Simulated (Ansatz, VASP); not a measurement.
# Pt in VASP and in Ansatz

```xyz
1
Lattice="-1.7041 1.7041 1.3682 1.7041 -1.7041 1.3682 1.7041 1.7041 -1.3682" Properties=species:S:1:pos:R:3 pbc="T T T"
Pt    0.0000    0.0000    1.3682
```

Alike in both runs: task relaxation of cell and atoms; functional PBE; k mesh 26 × 26 × 26; occupations gaussian, width 0.1 eV; no spin polarisation.

```csv
,VASP,Ansatz
version,VASP 6.6.1,Ansatz 0.2.0
potentials or method,"VASP PAW PBE potentials, release 64 (Pt), cutoff 600 eV","scalar-relativistic, plane waves, PAW"
valence electrons in the cell,10,18
```

Ansatz gave:

```
gap on the k mesh at the Fermi level, each at its own relaxed structure (eV) : none
relaxed volume (Å³/atom)                                                     : 15.82
relaxed cell length with the largest relative difference (Å)                 : 2.767
```

**Question.** What did VASP give for the same quantities?

**Answer.** gap on the k mesh at the Fermi level, each at its own relaxed structure (eV): none; relaxed volume (Å³/atom): 15.79; relaxed cell length with the largest relative difference (Å): 2.765.

A gap of «none» marks a metal or a gap that the smearing closes. VASP's potentials hold 10 valence electrons a cell and Ansatz's 18, so a difference there can come from the potentials and not from the codes.

Spin-orbit coupling is off throughout.
